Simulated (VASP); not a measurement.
# LuSc2N3 (P4mm) in VASP: single point with PBE

Aim: the single point of LuSc2N3 with PBE.

Program: VASP 6.6.1. These are calculated values, not measurements. Logs are shortened: lines on timing, memory, paths and dates and some standing lists are left out, and cuts for length are marked.

## Step 1: The cell of the first run

Symmetry: P4mm, No. 99, tetragonal system. Conventional cell: a = 3.246 Å, b = 3.246 Å, c = 8.786 Å, α = 90.00°, β = 90.00°, γ = 90.00°. Within 2.6 Å of Lu (site symmetry 4mm) lie 1 N at 2.00 Å. Within 2.8 Å of Sc (site symmetry 4mm) lie 4 N at 2.08 Å. Within 3.0 Å of Sc (site symmetry 4mm) lie 8 N at 2.30 to 2.45 Å and 1 Sc at 2.93 Å. Within 2.8 Å of N (site symmetry 2mm) lie 4 Sc at 2.08 to 2.30 Å and 4 N at 2.30 Å. N (site symmetry 4mm) has 1 Lu at 2.00 Å and 4 Sc at 2.45 Å within 2.6 Å.

## Step 2: Single point, PBE

INCAR

```
ALGO     = Normal         # electronic algorithm
EDIFF    = 1E-7           # SCF threshold, eV
ENCUT    = 520            # plane-wave cutoff, eV
GGA      = PE             # functional
ISIF     = 2              # what is computed and relaxed
ISMEAR   = 0              # smearing method
LASPH    = True           # aspherical terms in the spheres
LCHARG   = False          # write CHGCAR
LREAL    = False          # projectors in reciprocal space
LWAVE    = False          # write WAVECAR
NBANDS   = 40             # bands
NELM     = 60             # most SCF steps
PREC     = Accurate       # precision mode
SIGMA    = 0.1            # smearing width, eV
```

KPOINTS

```
k-points
0
Gamma
  12 12 6
```

POSCAR

```
LuSc2N3
1.0
    3.2460581474      0.0000000000      0.0000000000
    0.0000000000      3.2460581474      0.0000000000
    0.0000000000      0.0000000000      8.7856754428
Lu Sc N
1 2 3
Direct
    0.0000000000      0.0000000000      0.2676646468
    0.5000000000      0.5000000000      0.6098749923
    0.5000000000      0.5000000000      0.9433889875
    0.5000000000      0.0000000000      0.7579616086
    0.0000000000      0.5000000000      0.7579616086
    0.0000000000      0.0000000000      0.0400650261
```

Potentials or basis: VASP PAW PBE potentials, release 64 (Lu, Sc_sv, N).

Run with:

```bash
$ cat potpaw_PBE.64/Lu/POTCAR potpaw_PBE.64/Sc_sv/POTCAR potpaw_PBE.64/N/POTCAR > POTCAR
$ mpirun -np 1 vasp_std > vasp.out
```

OUTCAR:

```text
EDIFF = 1E-7
   ENCUT = 520
   GGA = PE
   ISIF = 2
   ISMEAR = 0
   LASPH = True
   LREAL = False
   NELM = 60
   PREC = Accurate

 ion  position               nearest neighbor table
   1  0.000  0.000  0.268-   6 2.00
   2  0.500  0.500  0.610-   4 2.08   5 2.08   4 2.08   5 2.08   3 2.93
   3  0.500  0.500  0.943-   4 2.30   5 2.30   4 2.30   5 2.30   6 2.45   6 2.45   6 2.45   6 2.45
                             2 2.93
   4  0.500  0.000  0.758-   2 2.08   2 2.08   3 2.30   3 2.30
   5  0.000  0.500  0.758-   2 2.08   2 2.08   3 2.30   3 2.30
   6  0.000  0.000  0.040-   1 2.00   3 2.45   3 2.45   3 2.45   3 2.45

  LATTYP: Found a simple tetragonal cell.
 ALAT       =     3.2460581474
 C/A-ratio  =     2.7065674870

  Lattice vectors:

 A1 = (   3.2460581474,   0.0000000000,   0.0000000000)
 A2 = (   0.0000000000,   3.2460581474,   0.0000000000)
 A3 = (   0.0000000000,   0.0000000000,   8.7856754428)

Analysis of symmetry for initial positions (statically):
=====================================================================
 Subroutine PRICEL returns:
 Original cell was already a primitive cell.

 Routine SETGRP: Setting up the symmetry group for a
 simple tetragonal supercell.

 Subroutine GETGRP returns: Found  8 space group operations
 (whereof  8 operations were pure point group operations)
 out of a pool of 16 trial point group operations.

The static configuration has the point symmetry C_4v.

Analysis of symmetry for dynamics (positions and initial velocities):
=====================================================================
 Subroutine PRICEL returns:
 Original cell was already a primitive cell.

 Routine SETGRP: Setting up the symmetry group for a
 simple tetragonal supercell.

 Subroutine GETGRP returns: Found  8 space group operations
 (whereof  8 operations were pure point group operations)
 out of a pool of 16 trial point group operations.

The dynamic configuration has the point symmetry C_4v.

 Subroutine INISYM returns: Found  8 space group operations
 (whereof  8 operations are pure point group operations),
 and found     1 'primitive' translations

----------------------------------------------------------------------------------------

                                     Primitive cell

  volume of cell :      92.5737

  direct lattice vectors                    reciprocal lattice vectors
     3.246058147  0.000000000  0.000000000     0.308065954  0.000000000  0.000000000
     0.000000000  3.246058147  0.000000000     0.000000000  0.308065954  0.000000000
     0.000000000  0.000000000  8.785675443     0.000000000  0.000000000  0.113821641

  length of vectors
     3.246058147  3.246058147  8.785675443     0.308065954  0.308065954  0.113821641

  position of ions in fractional coordinates (direct lattice)
     0.000000000  0.000000000  0.267664647
     0.500000000  0.500000000  0.609874992
     0.500000000  0.500000000  0.943388988
     0.500000000  0.000000000  0.757961609
     0.000000000  0.500000000  0.757961609
     0.000000000  0.000000000  0.040065026

  ion indices of the primitive-cell ions
   primitive index   ion index
                 1           1
                 2           2
                 3           3
                 4           4
                 5           5
                 6           6

----------------------------------------------------------------------------------------

 KPOINTS: k-points

Automatic generation of k-mesh.
 Grid dimensions read from file:
 generate k-points for:   12   12    6

 Generating k-lattice:

  Cartesian coordinates                     Fractional coordinates (reciprocal lattice)
     0.025672163  0.000000000  0.000000000     0.083333333  0.000000000  0.000000000
     0.000000000  0.025672163  0.000000000     0.000000000  0.083333333  0.000000000
     0.000000000  0.000000000  0.018970274     0.000000000  0.000000000  0.166666667

  Length of vectors
     0.025672163  0.025672163  0.018970274

  Shift w.r.t. Gamma in fractional coordinates (k-lattice)
     0.000000000  0.000000000  0.000000000

 Subroutine IBZKPT returns following result:
 ===========================================

 Found    112 irreducible k-points:

 Following reciprocal coordinates:
            Coordinates               Weight
  0.000000  0.000000  0.000000      1.000000
  0.083333  0.000000  0.000000      4.000000
  0.166667  0.000000  0.000000      4.000000
  0.250000  0.000000  0.000000      4.000000
  0.333333  0.000000  0.000000      4.000000
  0.416667  0.000000  0.000000      4.000000
[... 16 lines left out ...]
  0.333333  0.333333  0.000000      4.000000
  0.416667  0.333333  0.000000      8.000000
 [... further k-points ...]
   k-points           NKPTS =    112   k-points in BZ     NKDIM =    112   number of bands    NBANDS=     40
   number of dos      NEDOS =    301   number of ions     NIONS =      6
   total plane-waves  NPLWV =  40320
   dimension x,y,z NGX =    24 NGY =   24 NGZ =   70
   dimension x,y,z NGXF=    48 NGYF=   48 NGZF=  140
   ions per type =               1   2   3
   NGX,Y,Z   is equivalent  to a cutoff of  12.29, 12.29, 13.25 a.u.
   NGXF,Y,Z  is equivalent  to a cutoff of  24.58, 24.58, 26.49 a.u.
 SYSTEM =  unknown system
   PREC   = accura    normal or accurate (medium, high low for compatibility)
   ISTART =      0    job   : 0-new  1-cont  2-samecut
   ICHARG =      2    charge: 1-file 2-atom 10-const
   ISPIN  =      1    spin polarized calculation?
   LNONCOLLINEAR =      F non collinear calculations
   LSORBIT =      F    spin-orbit coupling
   LASPH  =      T    aspherical Exc in radial PAW
   ENCUT  =  520.0 eV  38.22 Ry    6.18 a.u.   6.04  6.04 16.34*2*pi/ulx,y,z
   NELM   =     60;   NELMIN=  2; NELMDL= -5     # of ELM steps
   EDIFF  = 0.1E-06   stopping-criterion for ELM
   LREAL  =      F    real-space projection
   EDIFFG = 0.1E-05   stopping-criterion for IOM
   NSW    =      0    number of steps for IOM
   IBRION =     -1    ionic relax: 0-MD 1-quasi-New 2-CG
   NFREE  =      0    steps in history (QN), initial steepest desc. (CG)
   ISIF   =      2    stress and relaxation
   ISYM   =      2    0-nonsym 1-usesym 2-fastsym
   POTIM  = 0.5000    time-step for ionic-motion
   TEBEG  =    0.0;   TEEND  =   0.0 temperature during run
   PSTRESS=    0.0 pullay stress
   NELECT =      62.0000    total number of electrons
   NUPDOWN=      -1.0000    fix difference up-down
   EMIN   =  10.00;   EMAX   =-10.00  energy-range for DOS
   EFERMI =   0.00;   METHOD = LEGACY
   ISMEAR =     0;   SIGMA  =   0.10  broadening in eV -4-tet -1-fermi 0-gaus
   EFERMI_NEDOS =   21; number of points for ismear=-14 and -15
   IALGO  =     38    algorithm
   IMIX   =      4    mixing-type and parameters
     AMIX     =   0.40;   BMIX     =  1.00
     AMIX_MAG =   1.60;   BMIX_MAG =  1.00
  volume/ion in A,a.u.               =      15.43       104.12
  Fermi-wavevector in a.u.,A,eV,Ry     =   1.432329  2.706710 27.913258  2.051567
  Thomas-Fermi vector in A             =   2.551968
   LORBIT       =      0    0 simple, 1 ext, 2 COOP (PROOUT), +10 PAW based schemes
   GGA     = PE    functional components
   LHFCALC =     F    Hartree Fock is set to
   AEXX    =    0.0000 exact exchange contribution
   IVDW    =     0    specifies the selected vdW correction
   LEPSILON=     F    determine dielectric tensor
   LRPA    =     F    only Hartree local field effects (RPA)
 non-spin polarized calculation
 Gauss-broadening in eV      SIGMA  =   0.10
  energy-cutoff  :      520.00
  volume of cell :       92.57
 maximum number of plane-waves:      2526
   NGX = 13   NGY = 13   NGZ = 33

 number of electron      62.0000020 magnetization

 Free energy of the ion-electron system (eV)
  ---------------------------------------------------
  ext. energy  EPLUGINS =         0.00000000
  ---------------------------------------------------
  free energy    TOTEN  =       -44.12471857 eV

  energy without entropy =      -44.11495444  energy(sigma->0) =      -44.11983651

 E-fermi :   3.5907     XC(G=0): -10.7919

 val. band max:        3.5898523502   @ k =   0.4167   0.3333   0.1667
 cond. band min:       3.5934788698   @ k =   0.2500   0.0000   0.5000
 fundamental gap:      0.0036265196
 Fermi energy:         3.5906608776

 k-point     1 :       0.0000    0.0000    0.0000
  band No.  band energies     occupation
      1     -52.0676      2.00000
      2     -45.1509      2.00000
      3     -45.0963      2.00000
      4     -24.1496      2.00000
      5     -23.7257      2.00000
      6     -23.7030      2.00000
[... 32 lines left out ...]
     39       7.6452      0.00000
     40       7.6455      0.00000

 k-point     2 :       0.0833    0.0000    0.0000
  band No.  band energies     occupation
      1     -52.0660      2.00000
      2     -45.1493      2.00000
      3     -45.0946      2.00000
      4     -24.1453      2.00000
      5     -23.7305      2.00000
      6     -23.7180      2.00000
[... 32 lines left out ...]
     39       7.5454      0.00000
     40       7.5528      0.00000

 k-point     3 :       0.1667    0.0000    0.0000
  band No.  band energies     occupation
      1     -52.0618      2.00000
      2     -45.1449      2.00000
      3     -45.0899      2.00000
      4     -24.1332      2.00000
      5     -23.7885      2.00000
      6     -23.7135      2.00000
[... 32 lines left out ...]
     39       7.5604      0.00000
     40       7.6192      0.00000

 k-point     4 :       0.2500    0.0000    0.0000
  band No.  band energies     occupation
      1     -52.0560      2.00000
      2     -45.1389      2.00000
      3     -45.0836      2.00000
      4     -24.1164      2.00000
      5     -23.8708      2.00000
      6     -23.7269      2.00000
[... 32 lines left out ...]
     39       7.6047      0.00000
     40       7.6467      0.00000
[... 772 lines left out ...]
     39       7.8242      0.00000
     40       8.1392      0.00000

 k-point    23 :       0.3333    0.3333    0.0000
  band No.  band energies     occupation
      1     -52.0331      2.00000
      2     -45.1154      2.00000
      3     -45.0583      2.00000
      4     -24.0516      2.00000
      5     -23.9293      2.00000
      6     -23.9234      2.00000
[... 32 lines left out ...]
     39       7.8666      0.00000
     40       7.8949      0.00000

 k-point    24 :       0.4167    0.3333    0.0000
  band No.  band energies     occupation
      1     -52.0290      2.00000
      2     -45.1112      2.00000
      3     -45.0537      2.00000
      4     -24.0374      2.00000
      5     -23.9860      2.00000
      6     -23.9196      2.00000
[... 32 lines left out ...]
     39       7.8663      0.00000
     40       8.1668      0.00000

 [... further k-points ...]
[... 5 lines left out ...]
  --------------------------------------------------------------------------------------
  -------------------------------------------------------------------------------------
  Total        0.2478687      0.2478687      0.5814398      0.0000000      0.0000000     -0.0000000
  in kB        4.2898741      4.2898741     10.0630021      0.0000000      0.0000000     -0.0000000
  external PRESSURE =       6.2142501 kB  Pullay stress =       0.0000000 kB

 VOLUME and BASIS-vectors are now :
 -----------------------------------------------------------------------------
  energy-cutoff  :      520.00
  volume of cell :       92.57
      direct lattice vectors                 reciprocal lattice vectors
     3.246058147  0.000000000  0.000000000     0.308065954  0.000000000  0.000000000
     0.000000000  3.246058147  0.000000000     0.000000000  0.308065954  0.000000000
     0.000000000  0.000000000  8.785675443     0.000000000  0.000000000  0.113821641

 POSITION                                       TOTAL-FORCE (eV/Angst)
 -----------------------------------------------------------------------------------
      0.00000      0.00000      2.35161        -0.000000     -0.000000      0.136836
      1.62303      1.62303      5.35816         0.000000      0.000000     -0.143720
      1.62303      1.62303      8.28831         0.000000      0.000000      0.059037
      1.62303      0.00000      6.65920         0.000000     -0.000000      0.032008
      0.00000      1.62303      6.65920         0.000000     -0.000000      0.032008
      0.00000      0.00000      0.35200         0.000000     -0.000000     -0.116170
 -----------------------------------------------------------------------------------
    total drift:                                0.000000     -0.000000     -0.000409

  FREE ENERGIE OF THE ION-ELECTRON SYSTEM (eV)
  ---------------------------------------------------
  free  energy   TOTEN  =       -44.1247185713 eV

  energy  without entropy=      -44.1149544432  energy(sigma->0) =      -44.11983651
```

Wall time 7.6 min (1 thread of Intel Xeon Platinum 8375C at 2.90GHz (Ice Lake), shared host); peak memory 0.49 GiB.

What came out:

| Quantity | Value |
| --- | --- |
| Free energy | -44.1247 eV |
| Pressure | 0.6 GPa |
| Largest force | 0.144 eV/Å |
| Band gap on the k mesh | zero (band 31 reaches 4.65 eV, above the bottom of band 32 at 3.17 eV) |

Forces on the atoms (eV/Å):
```
Lu   0.000  0.000  0.137
Sc   0.000  0.000 -0.144
Sc   0.000  0.000  0.059
N    0.000  0.000  0.032
N    0.000  0.000  0.032
N    0.000  0.000 -0.116
```

Levels at points of the mesh, in eV from the Fermi level:
```csv
k point,band 27,band 28,band 29,band 30,band 31,band 32,band 33,band 34,band 35,band 36
"(0.00, 0.00, 0.00)",-2.61,-1.66,-0.81,-0.81,-0.29,0.50,1.44,1.44,2.29,2.56
"(0.50, 0.00, 0.00)",-1.86,-1.82,-1.52,-1.11,-0.87,-0.30,-0.24,0.90,1.85,3.65
"(0.50, 0.50, 0.00)",-2.38,-2.38,-1.72,-1.02,1.06,1.11,1.11,1.69,3.16,3.62
"(0.00, 0.00, 0.50)",-2.62,-1.67,-0.81,-0.81,-0.30,0.56,1.47,1.47,2.29,2.44
"(0.50, 0.00, 0.50)",-2.00,-1.83,-1.79,-0.85,-0.83,-0.27,-0.16,0.90,1.95,3.39
"(0.50, 0.50, 0.50)",-2.38,-2.38,-1.48,-1.06,1.06,1.13,1.13,1.20,3.16,3.52
```

Caveat: spin-orbit coupling is left out, which moves the levels of the heavy elements.
